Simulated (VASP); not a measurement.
Set up this calculation in VASP 6.6.1, as the native input.

```yaml
Task: single point
Functional: PBE
Potentials_or_basis: VASP PAW PBE potentials, release 64 (Al, Ga_d, P)
Cutoff: 520 eV
k_mesh: 12 × 12 × 12
Occupations: gaussian, width 0.1 eV
Spin: no spin polarisation
Dipole_correction: no
Further_INCAR_settings: ALGO = Normal; EDIFF = 1e-06; NBANDS = 22
```

The structure of Al2GaP2 lies in POSCAR:

```
Al2GaP2
1.0
   -2.3150148398      2.3150148398      4.5021836300
    2.3150148398     -2.3150148398      4.5021836300
    2.3150148398      2.3150148398     -4.5021836300
Al Ga P
2 1 2
Direct
    0.3535225609      0.3535225609      0.0000000000
    0.6464774391      0.6464774391      0.0000000000
    0.0000000000      0.0000000000      0.0000000000
    0.7500000000      0.2500000000      0.5000000000
    0.2500000000      0.7500000000      0.5000000000
```

The cell was generated, and may not be a known phase.

The input as run:

INCAR

```
PREC = Accurate
ENCUT = 520
EDIFF = 1E-6
ISMEAR = 0
SIGMA = 0.1
LREAL = F
LASPH = T
NELM = 80
ALGO = Normal
ISIF = 2
LWAVE = F
LCHARG = F
GGA = PE
NBANDS = 22
```

KPOINTS

```
regular mesh
0
Gamma
  12 12 12
```

Potentials or basis: VASP PAW PBE potentials, release 64 (Al, Ga_d, P).

Command:

```sh
$ cat potpaw_PBE.64/Al/POTCAR potpaw_PBE.64/Ga_d/POTCAR potpaw_PBE.64/P/POTCAR > POTCAR
$ mpirun -np 1 vasp_std > vasp.out
```

It gave:

```json
{
 "Pressure": "-0.1 GPa",
 "Band gap on the k mesh": "zero (an odd number of electrons rules out a gap without spin polarisation)"
}
```

Wall time 10 min on 1 thread of Intel Xeon 8259CL (shared host), peak memory 0.5 GiB.
